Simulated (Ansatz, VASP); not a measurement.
**One calculation of Al3BSb2, two programs**

The input INCAR:

```
SYSTEM = Al3BSb2
PREC     = Accurate       ! precision mode
ENCUT    = 600            ! plane-wave cutoff, eV
EDIFF    = 1E-6           ! SCF threshold, eV
ISMEAR   = 0              ! smearing method
SIGMA    = 0.2            ! smearing width, eV
LREAL    = .FALSE.        ! projectors in reciprocal space
LASPH    = .TRUE.         ! aspherical terms in the spheres
NELM     = 60             ! most SCF steps
ALGO     = Normal         ! electronic algorithm
ISIF     = 3              ! what is computed and relaxed
LWAVE    = .FALSE.        ! write WAVECAR
LCHARG   = .FALSE.        ! write CHGCAR
GGA      = PE             ! functional
IBRION   = 2              ! ionic algorithm
NSW      = 36             ! ionic steps
EDIFFG   = -0.08          ! ionic threshold
```

File KPOINTS:

```
regular mesh
0
G
  6 6 6
  0 0 0
```

POSCAR

```
Al3BSb2
1.0
   -1.8600000000      1.8600000000      7.8900000000
    1.8600000000     -1.8600000000      7.8900000000
    1.8600000000      1.8600000000     -7.8900000000
Al B Sb
3 1 2
Direct
    0.9167000000      0.4167000000      0.5000000000
    0.5833000000      0.0833000000      0.5000000000
    0.2500000000      0.7500000000      0.5000000000
    0.0000000000      0.0000000000      0.0000000000
    0.6667000000      0.6667000000      0.0000000000
    0.3333000000      0.3333000000      0.0000000000
```

Input for Ansatz:

```yaml
crystal:
  lattice:
    - [-1.86, 1.86, 7.89]
    - [1.86, -1.86, 7.89]
    - [1.86, 1.86, -7.89]
  atoms:
    - { symbol: Al, position: [0.9167, 0.4167, 0.5] }
    - { symbol: Al, position: [0.5833, 0.0833, 0.5] }
    - { symbol: Al, position: [0.25, 0.75, 0.5] }
    - { symbol: B, position: [0.0, 0.0, 0.0] }
    - { symbol: Sb, position: [0.6667, 0.6667, 0.0] }
    - { symbol: Sb, position: [0.3333, 0.3333, 0.0] }
basis:
  ecutwfc: 420
kpoints:
  mp_grid: { grid: [6, 6, 6] }
hamiltonian:
  xc: pbe
scf:
  occupations: { method: gaussian, width: 0.2 }
  lower_state_search: "off"
output:
  forces: true
  stress: true
  eigenvalues: true
relax:
  adjacent_minimum: "off"
  f_tol: 0.08
  max_steps: 16
  cell: { stress_tol: 0.8 }
```

Alike in both runs: task relaxation of cell and atoms; functional PBE; k mesh 6 × 6 × 6; occupations gaussian, width 0.2 eV; no spin polarisation.

|  | VASP | Ansatz |
| --- | --- | --- |
| version | VASP 6.6.1 | Ansatz 0.2.0 |
| potentials or method | VASP PAW PBE potentials, release 64 (Al, B, Sb), cutoff 600 eV | scalar-relativistic, plane waves, PAW |
| valence electrons in the cell | 22 | 42 |

|  | VASP | Ansatz | Ansatz less VASP |
| --- | --- | --- | --- |
| gap on the k mesh at the Fermi level, each at its own relaxed structure (eV) | none | none | - |
| relaxed volume (Å³/atom) | 23.69 | 23.52 | -0.172 |
| relaxed length of the cell vector where the two differ most in proportion (Å) | 9.114 | 9.024 | -0.0905 |

A gap of «none» marks a metal or a gap that the smearing closes. VASP's potentials hold 22 valence electrons a cell and Ansatz's 42, so a difference there can come from the potentials and not from the codes.

The k mesh is coarse, so the values compare programs but aren't converged. Spin-orbit coupling is off throughout. Noted on VASP's run: the volume moved by over 15 % at a fixed basis, so the end points are rough.
